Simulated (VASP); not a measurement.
A run of VASP 6.6.1:

Contents of INCAR:

```
PREC = Accurate
ENCUT = 520
EDIFF = 1E-7
ISMEAR = 1
SIGMA = 0.2
LREAL = F
LASPH = T
NELM = 100
ALGO = Normal
ISIF = 2
LWAVE = F
LCHARG = F
GGA = PS
NBANDS = 15
```

KPOINTS

```
Automatic mesh
0
Gamma
  10 10 9
```

The input POSCAR:

```
TaN
1.0
    2.9380000000      0.0000000000      0.0000000000
   -1.4690000000      2.5443826363      0.0000000000
    0.0000000000      0.0000000000      2.8830000000
Ta N
1 1
Direct
    0.0000000000      0.0000000000      0.5000000000
    0.6666666667      0.3333333333      0.0000000000
```

Potentials or basis: VASP PAW PBE potentials, release 64 (Ta_pv, N).

Run with:

```console
$ cat potpaw_PBE.64/Ta_pv/POTCAR potpaw_PBE.64/N/POTCAR > POTCAR
$ mpirun -np 1 vasp_std > vasp.out
```

Hardware: 1 thread of Intel(R) Xeon(R) Platinum 8559C (Emerald Rapids), with other jobs on the host.

How long does it take, and how much memory?

Run time: 9.3 s on 1 thread of Intel(R) Xeon(R) Platinum 8559C (Emerald Rapids), with other jobs on the host, peak memory 0.15 GiB. Counts: scf iterations 13, k points 70.
